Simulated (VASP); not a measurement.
Write the native input for VASP 6.6.1 that does the following.

```yaml
Task: single point
Functional: LDA
Potentials_or_basis: VASP PAW LDA potentials, release 64 (Ru_pv)
Cutoff: 520 eV
k_mesh: 22 × 22 × 12
Occupations: fermi-dirac, width 0.05 eV
Spin: collinear spin, ferromagnetic start
Starting_moments: "[1.0, 1.0] μB"
Dipole_correction: no
Further_INCAR_settings: ALGO = Normal; EDIFF = 1e-06; NBANDS = 25
```

The structure of Ru lies in POSCAR:

```
Ru
1.0
    2.6416464576      0.0000000000      0.0000000000
   -1.3208232288      2.2877329401      0.0000000000
    0.0000000000      0.0000000000      4.1582286207
Ru
2
Direct
    0.3333333333      0.6666666667      0.2500000000
    0.6666666667      0.3333333333      0.7500000000
```

One way to write it, as run:

INCAR

```
SYSTEM = Ru
PREC = Accurate
ENCUT = 520
EDIFF = 1E-6
ISMEAR = -1
SIGMA = 0.05
LREAL = .FALSE.
LASPH = .TRUE.
NELM = 150
ALGO = Normal
ISIF = 2
LWAVE = .FALSE.
LCHARG = .FALSE.
ISPIN = 2
MAGMOM = 1 1
LORBIT = 11
LMAXMIX = 4
GGA = CA
NBANDS = 25
```

KPOINTS

```
Automatic mesh
0
G
  22 22 12
  0 0 0
```

Potentials or basis: VASP PAW LDA potentials, release 64 (Ru_pv).

Run with:

```console
$ cat potpaw_LDA.64/Ru_pv/POTCAR > POTCAR
$ mpirun -np 1 vasp_std > vasp.out
```

Results of the run:

- Pressure: 17.7 GPa
- Band gap on the k mesh: zero (filled and empty bands overlap)
- Net moment: 0.00 μB per cell
- Valence electrons inside the program's atomic spheres: Ru 12.85

Caveat: the cell stands under pressure; an empty level that is flat over the whole mesh can mark a ghost state of the potentials, or a narrow d or f band.

Wall time 3.2 min on 1 thread of Intel(R) Xeon(R) Platinum 8488C (Sapphire Rapids), with other jobs on the host, peak memory 0.37 GiB.
